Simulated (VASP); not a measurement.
# N (P6_3/mmc) in VASP: notebook, part 2 of 2

VASP 6.6.1. Earlier steps stand in the parts before.

## Step 3: Relaxation of shape and atoms at fixed volume, PBE+D3(BJ) (25.82 Å³/atom)

This run uses another cell than the first one, of 25.82 Å³/atom.

Contents of INCAR:

```
SYSTEM = N
ALGO = Normal
EDIFF = 1E-6
EDIFFG = -0.01
ENCUT = 600
GGA = PE
IBRION = 2
ISIF = 4
ISMEAR = 0
IVDW = 12
LASPH = .True.
LCHARG = .False.
LREAL = .False.
LWAVE = .False.
NELM = 60
NSW = 50
PREC = Accurate
SIGMA = 0.02
```

Contents of KPOINTS:

```
k-points
0
Gamma
  9 9 4
  0 0 0
```

Contents of POSCAR:

```
N
1.0
    3.9229729876      0.0000000000      0.0000000000
   -1.9614864938      3.3973942657      0.0000000000
    0.0000000000      0.0000000000      7.7497418020
N
4
Direct
    0.3333333333      0.6666666667      0.3219982518
    0.3333333333      0.6666666667      0.1780017482
    0.6666666667      0.3333333333      0.8219982518
    0.6666666667      0.3333333333      0.6780017482
```

Potentials or basis: VASP PAW PBE potentials, release 64 (N).

Command:

```bash
> cat potpaw_PBE.64/N/POTCAR > POTCAR
> mpirun -np 1 vasp_std > vasp.out
```

OUTCAR:

```text
SYSTEM = N
   EDIFF = 1E-6
   EDIFFG = -0.01
   ENCUT = 600
   GGA = PE
   IBRION = 2
   ISIF = 4
   ISMEAR = 0
   IVDW = 12
   LASPH = .True.
   LREAL = .False.
   NELM = 60
   NSW = 50
   PREC = Accurate
 IVDW          = 12

 ion  position               nearest neighbor table
   1  0.333  0.667  0.322-   2 1.12
   2  0.333  0.667  0.178-   1 1.12
   3  0.667  0.333  0.822-   4 1.12
   4  0.667  0.333  0.678-   3 1.12

  LATTYP: Found a hexagonal cell.
 ALAT       =     3.9229729876
 C/A-ratio  =     1.9754767179

  Lattice vectors:

 A1 = (   3.9229729876,   0.0000000000,   0.0000000000)
 A2 = (  -1.9614864938,   3.3973942657,   0.0000000000)
 A3 = (   0.0000000000,   0.0000000000,   7.7497418020)

Analysis of symmetry for initial positions (statically):
=====================================================================
 Subroutine PRICEL returns:
 Original cell was already a primitive cell.

 Routine SETGRP: Setting up the symmetry group for a
 hexagonal supercell.

 Subroutine GETGRP returns: Found 24 space group operations
 (whereof 12 operations were pure point group operations)
 out of a pool of 24 trial point group operations.

The static configuration has the point symmetry D_3d.
 The point group associated with its full space group is D_6h.

Analysis of symmetry for dynamics (positions and initial velocities):
=====================================================================
 Subroutine PRICEL returns:
 Original cell was already a primitive cell.

 Routine SETGRP: Setting up the symmetry group for a
 hexagonal supercell.

 Subroutine GETGRP returns: Found 24 space group operations
 (whereof 12 operations were pure point group operations)
 out of a pool of 24 trial point group operations.

The dynamic configuration has the point symmetry D_3d.
 The point group associated with its full space group is D_6h.

 Subroutine INISYM returns: Found 24 space group operations
 (whereof 12 operations are pure point group operations),
 and found     1 'primitive' translations

----------------------------------------------------------------------------------------

                                     Primitive cell

  volume of cell :     103.2877

  direct lattice vectors                    reciprocal lattice vectors
     3.922972988  0.000000000  0.000000000     0.254908714  0.147171615  0.000000000
    -1.961486494  3.397394266  0.000000000     0.000000000  0.294343229  0.000000000
     0.000000000  0.000000000  7.749741802     0.000000000  0.000000000  0.129036557

  length of vectors
     3.922972988  3.922972988  7.749741802     0.294343229  0.294343229  0.129036557

  position of ions in fractional coordinates (direct lattice)
     0.333333333  0.666666667  0.321998252
     0.333333333  0.666666667  0.178001748
     0.666666667  0.333333333  0.821998252
     0.666666667  0.333333333  0.678001748

  ion indices of the primitive-cell ions
   primitive index   ion index
                 1           1
                 2           2
                 3           3
                 4           4

----------------------------------------------------------------------------------------

 KPOINTS: k-points

Automatic generation of k-mesh.
 Grid dimensions read from file:
 generate k-points for:    9    9    4

 Generating k-lattice:

  Cartesian coordinates                     Fractional coordinates (reciprocal lattice)
[... 44 lines left out ...]
   total plane-waves  NPLWV =  65536
   dimension x,y,z NGX =    32 NGY =   32 NGZ =   64
   dimension x,y,z NGXF=    64 NGYF=   64 NGZF=  128
   ions per type =               4
   NGX,Y,Z   is equivalent  to a cutoff of  13.56, 13.56, 13.73 a.u.
   NGXF,Y,Z  is equivalent  to a cutoff of  27.12, 27.12, 27.46 a.u.
 SYSTEM =  N
   PREC   = accura    normal or accurate (medium, high low for compatibility)
   ISTART =      0    job   : 0-new  1-cont  2-samecut
   ICHARG =      2    charge: 1-file 2-atom 10-const
   ISPIN  =      1    spin polarized calculation?
   LNONCOLLINEAR =      F non collinear calculations
   LSORBIT =      F    spin-orbit coupling
   LASPH  =      T    aspherical Exc in radial PAW
   ENCUT  =  600.0 eV  44.10 Ry    6.64 a.u.   7.84  7.84 15.48*2*pi/ulx,y,z
   NELM   =     60;   NELMIN=  2; NELMDL= -5     # of ELM steps
   EDIFF  = 0.1E-05   stopping-criterion for ELM
   LREAL  =      F    real-space projection
   EDIFFG = -.1E-01   stopping-criterion for IOM
   NSW    =     50    number of steps for IOM
   IBRION =      2    ionic relax: 0-MD 1-quasi-New 2-CG
   NFREE  =      1    steps in history (QN), initial steepest desc. (CG)
   ISIF   =      4    stress and relaxation
   ISYM   =      2    0-nonsym 1-usesym 2-fastsym
   POTIM  = 0.5000    time-step for ionic-motion
   TEBEG  =    0.0;   TEEND  =   0.0 temperature during run
   PSTRESS=    0.0 pullay stress
   NELECT =      20.0000    total number of electrons
   NUPDOWN=      -1.0000    fix difference up-down
   EMIN   =  10.00;   EMAX   =-10.00  energy-range for DOS
   EFERMI =   0.00;   METHOD = LEGACY
   ISMEAR =     0;   SIGMA  =   0.02  broadening in eV -4-tet -1-fermi 0-gaus
   EFERMI_NEDOS =   21; number of points for ismear=-14 and -15
   IALGO  =     38    algorithm
   IMIX   =      4    mixing-type and parameters
     AMIX     =   0.40;   BMIX     =  1.00
     AMIX_MAG =   1.60;   BMIX_MAG =  1.00
  volume/ion in A,a.u.               =      25.82       174.25
  Fermi-wavevector in a.u.,A,eV,Ry     =   0.947113  1.789785 12.204750  0.897024
  Thomas-Fermi vector in A             =   2.075176
   LORBIT       =      0    0 simple, 1 ext, 2 COOP (PROOUT), +10 PAW based schemes
   GGA     = PE    functional components
   LHFCALC =     F    Hartree Fock is set to
   AEXX    =    0.0000 exact exchange contribution
   IVDW    =    12    specifies the selected vdW correction
   LEPSILON=     F    determine dielectric tensor
   LRPA    =     F    only Hartree local field effects (RPA)
 conjugate gradient relaxation of ions
 non-spin polarized calculation
 Gauss-broadening in eV      SIGMA  =   0.02
  energy-cutoff  :      600.00
  volume of cell :      103.29
 maximum number of plane-waves:      3468
 NGX is ok and might be reduce to    32
   NGX = 15   NGY = 15   NGZ = 31

--------------------------------------- Ionic step        1  -------------------------------------------

 number of electron      19.9999998 magnetization

 Free energy of the ion-electron system (eV)
  ---------------------------------------------------
  ext. energy  EPLUGINS =         0.00000000
  ---------------------------------------------------
  free energy    TOTEN  =       -33.33568264 eV

  energy without entropy =      -33.33568264  energy(sigma->0) =      -33.33568264

------------------------ aborting loop because EDIFF is reached ----------------------------------------

 Edisp (eV)   -0.17984

 E8    (eV) :    -0.0412
[... 111 lines left out ...]
  FREE ENERGIE OF THE ION-ELECTRON SYSTEM (eV)
  ---------------------------------------------------
  free  energy   TOTEN  =       -33.5169850192 eV

  energy  without entropy=      -33.5169850192  energy(sigma->0) =      -33.51698502

[... ionic steps 4 to 23 ...]

--------------------------------------- Ionic step       24  -------------------------------------------

 number of electron      20.0000001 magnetization

------------------------ aborting loop because EDIFF is reached ----------------------------------------
[... 79 lines left out ...]
--------------------------------------- Ionic step       26  -------------------------------------------

 number of electron      20.0000000 magnetization

 Free energy of the ion-electron system (eV)
  ---------------------------------------------------
  ext. energy  EPLUGINS =         0.00000000
  ---------------------------------------------------
  free energy    TOTEN  =       -33.34104815 eV

  energy without entropy =      -33.34104815  energy(sigma->0) =      -33.34104815

 E-fermi :  -6.6323     XC(G=0):  -5.9693

 val. band max:       -6.7448980206   @ k =   0.0000   0.0000   0.0000
 cond. band min:       0.2840392345   @ k =   0.3333   0.3333   0.0000
 fundamental gap:      7.0289372551
 Fermi energy:        -6.6322932906

 k-point     1 :       0.0000    0.0000    0.0000
  band No.  band energies     occupation
      1     -25.1570      2.00000
      2     -25.1367      2.00000
      3     -10.8896      2.00000
      4     -10.2165      2.00000
      5      -8.3610      2.00000
      6      -8.3610      2.00000
      7      -8.2876      2.00000
      8      -8.2876      2.00000
      9      -7.7760      2.00000
     10      -6.7449      2.00000
     11       1.0643      0.00000
     12       1.0643      0.00000
     13       1.4346      0.00000
     14       1.4346      0.00000
[... 377 lines left out ...]
      1     -25.1243      2.00000
      2     -25.1243      2.00000
      3     -10.4694      2.00000
      4     -10.4694      2.00000
      5      -8.6318      2.00000
      6      -8.5707      2.00000
      7      -8.5707      2.00000
      8      -8.5053      2.00000
      9      -7.0615      2.00000
     10      -7.0615      2.00000
     11       0.4202      0.00000
     12       0.8590      0.00000
     13       0.8590      0.00000
     14       1.1794      0.00000

 [... further k-points ...]

------------------------ aborting loop because EDIFF is reached ----------------------------------------

 Edisp (eV)   -0.17896

 E8    (eV) :    -0.0408
[... 27 lines left out ...]
  FREE ENERGIE OF THE ION-ELECTRON SYSTEM (eV)
  ---------------------------------------------------
  free  energy   TOTEN  =       -33.5200095883 eV

  energy  without entropy=      -33.5200095883  energy(sigma->0) =      -33.52000959

 reached required accuracy - stopping structural energy minimisation
```

OSZICAR:

```text
N       E                     dE             d eps       ncg     rms          rms(c)
DAV:   1     0.145801727862E+03    0.14580E+03   -0.10072E+04  1008   0.133E+03
DAV:   2    -0.200828862363E+02   -0.16588E+03   -0.16145E+03  1418   0.285E+02
DAV:   3    -0.347890830747E+02   -0.14706E+02   -0.14649E+02  1338   0.986E+01
DAV:   4    -0.349257383812E+02   -0.13666E+00   -0.13635E+00  1140   0.116E+01
[... 174 lines left out ...]
DAV:   1    -0.333423303640E+02   -0.12496E-02   -0.26613E-01  1008   0.455E+00    0.277E-01
DAV:   2    -0.333414149844E+02    0.91538E-03   -0.29749E-03  1008   0.532E-01    0.147E-01
DAV:   3    -0.333410620575E+02    0.35293E-03   -0.53482E-04  1128   0.211E-01    0.322E-02
DAV:   4    -0.333410488268E+02    0.13231E-04   -0.40786E-05  1134   0.567E-02    0.903E-03
DAV:   5    -0.333410481523E+02    0.67456E-06   -0.40652E-06  1176   0.162E-02
  26 F= -.33520010E+02 E0= -.33520010E+02  d E =-.274152E-04
```

CONTCAR:

```text
N
   1.00000000000000
     4.0391174072466081    0.0000000000000000    0.0000000000000000
    -2.0195587036233040    3.4979782835953408    0.0000000000000000
     0.0000000000000000   -0.0000000000000000    7.3104635212435873
  N
     4
Direct
     0.3333333332999970    0.6666666667000030    0.3260995084958314
     0.3333333332999970    0.6666666667000030    0.1739004915041686
     0.6666666667000030    0.3333333332999970    0.8260995084958314
     0.6666666667000030    0.3333333332999970    0.6739004915041686

  0.00000000E+00  0.00000000E+00  0.00000000E+00
  0.00000000E+00  0.00000000E+00  0.00000000E+00
  0.00000000E+00  0.00000000E+00  0.00000000E+00
  0.00000000E+00  0.00000000E+00  0.00000000E+00
```

Run time: 16 min. Hardware: 1 thread of Intel Xeon 8259CL, shared host; peak memory 0.27 GiB.

Results:

- Free energy: -33.5200 eV
- Energy gained by relaxing: 1.1 meV/atom
- Ionic steps: 26
- Pressure after relaxing: -0.3 GPa
- Largest force after relaxing: 0.003 eV/Å
- Band gap on the k mesh: 7.03 eV (least direct gap 7.23 eV)
- Dispersion energy per atom: -0.045 eV

Forces in eV/Å, atoms in the order of the input:
```
N    0.000  0.000 -0.003
N    0.000  0.000  0.003
N    0.000  0.000 -0.003
N    0.000  0.000  0.003
```

The path:
| step | energy change (eV) | largest force (eV/Å) | pressure (GPa) | volume (Å³) |
| --- | --- | --- | --- | --- |
| 1 | 0.0000 | 0.4572 | -0.88 | 103.29 |
| 2 | 0.4363 | 9.2366 | 9.72 | 103.29 |
| 3 | -0.0015 | 0.0371 | -0.41 | 103.29 |
| 4 | -0.0015 | 0.0040 | -0.34 | 103.29 |
| 5 | -0.0015 | 0.0123 | -0.33 | 103.29 |
| 6 | -0.0015 | 0.0157 | -0.34 | 103.29 |
| 7 | -0.0017 | 0.0183 | -0.34 | 103.29 |
| 8 | -0.0020 | 0.0248 | -0.32 | 103.29 |
| 9 | -0.0026 | 0.0439 | -0.30 | 103.29 |
| 10 | -0.0035 | 0.1019 | -0.21 | 103.29 |
| 11 | -0.0039 | 0.3026 | 0.05 | 103.29 |
| 12 | -0.0039 | 0.3006 | 0.05 | 103.29 |
| 13 | -0.0039 | 0.2965 | 0.05 | 103.29 |
| 14 | -0.0039 | 0.2911 | 0.04 | 103.29 |
| 15 | -0.0040 | 0.2777 | 0.02 | 103.29 |
| 16 | -0.0041 | 0.2498 | -0.01 | 103.29 |
| 17 | -0.0042 | 0.1958 | -0.07 | 103.29 |
| 18 | -0.0044 | 0.0887 | -0.18 | 103.29 |
| 19 | -0.0043 | 0.1139 | -0.40 | 103.29 |
| 20 | -0.0045 | 0.0307 | -0.24 | 103.29 |
| 21 | -0.0045 | 0.0257 | -0.25 | 103.29 |
| 22 | -0.0045 | 0.0253 | -0.25 | 103.29 |
| 23 | -0.0045 | 0.0220 | -0.25 | 103.29 |
| 24 | -0.0045 | 0.0176 | -0.25 | 103.29 |
| 25 | -0.0045 | 0.0101 | -0.27 | 103.29 |
| 26 | -0.0045 | 0.0031 | -0.30 | 103.29 |

Final structure:
```xyz
4
Lattice="4.0391 0.0000 0.0000 -2.0196 3.4980 0.0000 0.0000 0.0000 7.3105" Properties=species:S:1:pos:R:3 pbc="T T T"
N     0.0000    2.3320    2.3839
N     0.0000    2.3320    1.2713
N     2.0196    1.1660    6.0392
N     2.0196    1.1660    4.9265
```

Levels at points of the mesh, in eV from the valence-band top:
```
           k point  band 6  band 7  band 8  band 9  band 10  band 11  band 12  band 13  band 14
(0.00, 0.00, 0.00)   -1.62   -1.54   -1.54   -1.03     0.00     7.81     7.81     8.18     8.18
(0.00, 0.00, 0.50)   -1.58   -1.58   -1.58   -0.47    -0.47     7.99     7.99     7.99     7.99
```

Caveat: the standard files for N, O and F lose accuracy on very short bonds. A k mesh can miss the band edges.
